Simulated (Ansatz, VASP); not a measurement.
One calculation of IrRh2, two programs

Contents of INCAR:

```
SYSTEM = IrRh2
PREC = Accurate ; ENCUT = 520
EDIFF = 1E-7 ; ISMEAR = 0
SIGMA = 0.1 ; LREAL = .FALSE.
LASPH = .TRUE. ; NELM = 60
ALGO = Fast ; ISIF = 2
LWAVE = .FALSE. ; LCHARG = .TRUE.
GGA = PE ; LELF = .TRUE.
LVHAR = .TRUE. ; NBANDS = 48
```

Contents of KPOINTS:

```
Automatic mesh
0
G
  18 18 4
  0 0 0
```

The input POSCAR:

```
IrRh2
1.0
    2.7318740093      0.0000000000      0.0000000000
   -1.3659370046      2.3658722920      0.0000000000
    0.0000000000      0.0000000000     13.2235247000
Ir Rh
2 4
Direct
    0.3333333333      0.6666666667      0.2500000000
    0.6666666667      0.3333333333      0.7500000000
    0.3333333333      0.6666666667      0.9159650000
    0.3333333333      0.6666666667      0.5840350000
    0.6666666667      0.3333333333      0.0840350000
    0.6666666667      0.3333333333      0.4159650000
```

Input for Ansatz:

```yaml
crystal:
  lattice:
    - [2.7318740093, 0.0, 0.0]
    - [-1.3659370046, 2.365872292, 0.0]
    - [0.0, 0.0, 13.2235247]
  atoms:
    - { symbol: Ir, position: [0.3333333333, 0.6666666667, 0.25] }
    - { symbol: Ir, position: [0.6666666667, 0.3333333333, 0.75] }
    - { symbol: Rh, position: [0.3333333333, 0.6666666667, 0.915965] }
    - { symbol: Rh, position: [0.3333333333, 0.6666666667, 0.584035] }
    - { symbol: Rh, position: [0.6666666667, 0.3333333333, 0.084035] }
    - { symbol: Rh, position: [0.6666666667, 0.3333333333, 0.415965] }
basis:
  ecutwfc: 420
kpoints:
  mp_grid: { grid: [18, 18, 4] }
  band_path:
    path:
      - [[0.0, 0.0, 0.0], [0.5, 0.0, 0.0], [0.33333333, 0.33333333, 0.0], [0.0, 0.0, 0.0], [0.0, 0.0, 0.5], [0.5, 0.0, 0.5], [0.33333333, 0.33333333, 0.5], [0.0, 0.0, 0.5]]
      - [[0.5, 0.0, 0.5], [0.5, 0.0, 0.0]]
      - [[0.33333333, 0.33333333, 0.5], [0.33333333, 0.33333333, 0.0]]
    npoints: 14
hamiltonian:
  xc: pbe
scf:
  occupations: { method: gaussian, width: 0.1 }
  n_extra_bands: 15
output:
  forces: true
  stress: true
  eigenvalues: true
  populations: true
  dos: { projected: true, de: 0.02, nscf_kmesh: { grid: [22, 22, 5] } }
  bader: true
```

Alike in both runs: task single point; functional PBE; k mesh 18 × 18 × 4; occupations gaussian, width 0.1 eV; no spin polarisation.

|  | VASP | Ansatz |
| --- | --- | --- |
| version | VASP 6.6.1 | Ansatz 0.2.0 |
| potentials or method | VASP PAW PBE potentials, release 64 (Ir, Rh_pv), cutoff 520 eV | scalar-relativistic, plane waves, PAW |
| valence electrons in the cell | 78 | 102 |

|  | VASP | Ansatz | Ansatz less VASP |
| --- | --- | --- | --- |
| gap on the k mesh at the Fermi level (eV) | none | none | - |
| pressure (GPa) | 0.2 | 0.0 | -0.19 |
| rms of the force components (eV/Å) | 0.011 | 0.000 | -0.0108 |

Atom by atom the forces differ by 0.011 eV/Å (rms over components). A gap of «none» marks a metal or a gap that the smearing closes. VASP's potentials hold 78 valence electrons a cell and Ansatz's 102, so a difference there can come from the potentials and not from the codes.

Neither program's run includes spin-orbit coupling.
